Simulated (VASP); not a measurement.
Runs of VASP 6.6.1 on HfMoC2. The structure is that of space group P4/mmm (No. 123), or close to it. The cells are those of the table. 

```tsv
cell	gap on the mesh (eV)	pressure (GPa)
a = 3.148, b = 3.148, c = 4.425 Å, 4 atoms	none	11.0
a = 3.104, b = 3.104, c = 4.362 Å, 4 atoms	none	(b)
a = 3.058, b = 3.058, c = 4.298 Å, 4 atoms	none	(a)
a = 3.274, b = 3.274, c = 4.602 Å, 4 atoms	none	-19.0
a = 3.191, b = 3.191, c = 4.485 Å, 4 atoms	none	-1.1
a = 3.314, b = 3.314, c = 4.658 Å, 4 atoms	none	-25.6
a = 3.233, b = 3.233, c = 4.544 Å, 4 atoms	none	-11.1
```

Alike in all rows: task single point; level PBE; potentials or basis VASP PAW PBE potentials, release 64 (Hf_pv, Mo_sv, C); no spin polarisation; k mesh 7 × 7 × 5; cutoff (eV) 520; smearing fermi-dirac 0.1 eV.

Question: Fill in the values left out.

Answer: (a) 44.8; (b) 26.1.

Caveats: spin-orbit coupling is left out, which moves the levels of the heavy elements.

A k mesh can miss the band edges, and the runs leave out spin-orbit coupling on Hf, Mo.

A gap of «none» marks levels without a gap at the run's occupations.
